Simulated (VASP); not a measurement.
**CdS (rocksalt type): relaxation of cell and atoms with PBE**

CdS (rocksalt type):

```
CELL_PARAMETERS angstrom
0.00000 2.64312 2.64312
2.64312 0.00000 2.64312
2.64312 2.64312 0.00000
ATOMIC_POSITIONS crystal
Cd 0.00000 0.00000 0.00000
S 0.50000 0.50000 0.50000
```

- Program: VASP 6.6.1
- Task: relaxation of cell and atoms
- Functional: PBE
- Potentials or basis: VASP PAW PBE potentials, release 64 (Cd, S)
- Cutoff: 600 eV
- k mesh: 14 × 14 × 14
- Occupations: fermi-dirac, width 0.05 eV
- Spin: no spin polarisation
- Target pressure: 11 GPa
- Dipole correction: no
- Further INCAR settings: ALGO = Normal; EDIFF = 1e-06; IBRION = 2; EDIFFG = -0.005; NSW = 32; ISIF = 3

```json
{
 "Relaxed volume": "18.56 Å³/atom",
 "Relaxed cell": "a = 3.744 Å, b = 3.744 Å, c = 3.744 Å, α = 60.00°, β = 60.00°, γ = 60.00°",
 "Space group after relaxing (to 0.1 Å)": "Fm-3m (No. 225)",
 "Energy change on relaxing (the run minimises the enthalpy)": "-6.8 meV/atom",
 "Ionic steps": "5",
 "Pressure after relaxing": "11.0 GPa",
 "Band gap on the k mesh": "0.23 eV (least direct gap 2.36 eV)"
}
```

Step by step:
| step | energy change (eV) | largest force (eV/Å) | pressure (GPa) | volume (Å³) |
| --- | --- | --- | --- | --- |
| 1 | 0.0000 | 0.0000 | 11.63 | 36.93 |
| 2 | -0.0266 | 0.0000 | 10.35 | 37.32 |
| 3 | -0.0131 | 0.0000 | 11.05 | 37.12 |
| 4 | -0.0142 | 0.0000 | 10.95 | 37.13 |
| 5 | -0.0137 | 0.0000 | 10.98 | 37.12 |

Final structure:
```
CELL_PARAMETERS angstrom
0.00000 2.64773 2.64773
2.64773 0.00000 2.64773
2.64773 2.64773 0.00000
ATOMIC_POSITIONS crystal
Cd 0.00000 0.00000 0.00000
S 0.50000 0.50000 0.50000
```

Levels at points of the mesh, in eV from the valence-band top:
| k point | band 7 | band 8 | band 9 | band 10 | band 11 | band 12 |
| --- | --- | --- | --- | --- | --- | --- |
| (0.00, 0.00, 0.00) | -0.98 | -0.98 | -0.98 | 1.38 | 9.24 | 9.24 |
| (0.50, 0.00, 0.00) | -5.32 | 0.00 | 0.00 | 3.41 | 5.82 | 5.82 |
| (0.50, 0.50, 0.00) | -4.95 | -2.57 | -2.57 | 0.23 | 5.88 | 10.52 |

It took 2.3 min on 1 thread of Intel(R) Xeon(R) Platinum 8259CL CPU @ 2.50GHz (Skylake/Cascade Lake) (shared host), peak memory 0.22 GiB.

Caveat: the cell is relaxed towards a set pressure, so the run minimises the enthalpy, not the energy; semilocal functionals underestimate gaps, and a narrow one can read as zero. A k mesh can miss the band edges.
